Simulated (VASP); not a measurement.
A run of VASP 6.6.1:

The input INCAR:

```
PREC = Accurate
ENCUT = 500
EDIFF = 1E-6
ISMEAR = -1
SIGMA = 0.03
LREAL = False
LASPH = True
NELM = 120
ALGO = Normal
ISIF = 2
LWAVE = False
LCHARG = False
GGA = PE
NBANDS = 16
GGA_COMPAT = False
```

KPOINTS

```
Automatic mesh
0
Gamma
  7 7 7
```

Contents of POSCAR:

```
AgBr
1.0
    0.0000000000      2.8860500000      2.8571895000
    2.8860500000      0.0000000000      2.8571895000
    2.8860500000      2.8860500000      0.0000000000
Ag Br
1 1
Direct
    0.5000000000      0.5000000000      0.5000000000
    0.0000000000      0.0000000000      0.0000000000
```

Potentials or basis: VASP PAW PBE potentials, release 64 (Ag, Br).

The run is started by

```sh
$ cat potpaw_PBE.64/Ag/POTCAR potpaw_PBE.64/Br/POTCAR > POTCAR
$ mpirun -np 1 vasp_std > vasp.out
```

Hardware: 1 thread of Intel(R) Xeon(R) Platinum 8375C CPU @ 2.90GHz (Ice Lake), with other jobs on the host.

Problem. How long does it take, and how much memory?

Solution. It took 22 s on 1 thread of Intel(R) Xeon(R) Platinum 8375C CPU @ 2.90GHz (Ice Lake), with other jobs on the host, peak memory 0.18 GiB. Counts: scf iterations 12, k points 40.
